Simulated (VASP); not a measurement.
A run of VASP 6.6.1:

File INCAR:

```
SYSTEM = AlGa5As6
PREC     = Accurate       ! precision mode
ENCUT    = 500            ! plane-wave cutoff, eV
EDIFF    = 1E-7           ! SCF threshold, eV
ISMEAR   = 0              ! smearing method
SIGMA    = 0.1            ! smearing width, eV
LREAL    = .FALSE.        ! projectors in reciprocal space
LASPH    = .TRUE.         ! aspherical terms in the spheres
NELM     = 120            ! most SCF steps
ALGO     = Normal         ! electronic algorithm
ISIF     = 3              ! what is computed and relaxed
LWAVE    = .FALSE.        ! write WAVECAR
LCHARG   = .FALSE.        ! write CHGCAR
GGA      = PE             ! functional
IBRION   = 2              ! ionic algorithm
NSW      = 90             ! ionic steps
EDIFFG   = -0.04          ! ionic threshold
GGA_COMPAT= .FALSE.      
NELMIN   = 4
```

File KPOINTS:

```
regular mesh
0
G
  4 4 1
  0 0 0
```

Contents of POSCAR:

```
AlGa5As6
1.0
    3.8995750300      0.0000000000      0.0000000000
    0.0000000000      3.8995750300      0.0000000000
    0.0000000000      0.0000000000     16.5444957000
Al Ga As
1 5 6
Direct
    0.0000000000      0.0000000000      0.5000000000
    0.0000000000      0.0000000000      0.8333333300
    0.5000000000      0.5000000000      0.0000000000
    0.0000000000      0.0000000000      0.1666666700
    0.5000000000      0.5000000000      0.3333333300
    0.5000000000      0.5000000000      0.6666666700
    0.5000000000      0.0000000000      0.9166666700
    0.0000000000      0.5000000000      0.0833333300
    0.5000000000      0.0000000000      0.2500000000
    0.0000000000      0.5000000000      0.4166666700
    0.5000000000      0.0000000000      0.5833333300
    0.0000000000      0.5000000000      0.7500000000
```

Potentials or basis: VASP PAW PBE potentials, release 64 (Al, Ga_d, As).

Launch:

```console
$ cat potpaw_PBE.64/Al/POTCAR potpaw_PBE.64/Ga_d/POTCAR potpaw_PBE.64/As/POTCAR > POTCAR
$ mpirun -np 1 vasp_std > vasp.out
```

Hardware: 1 thread of Intel(R) Xeon(R) 6975P-C (Granite Rapids), with other jobs on the host.

**Question.** How long does it take, and how much memory?

**Answer.** Wall time 4.3 min on 1 thread of Intel(R) Xeon(R) 6975P-C (Granite Rapids), with other jobs on the host, peak memory 0.34 GiB. Counts: scf iterations 68, k points 6, ion steps 6.
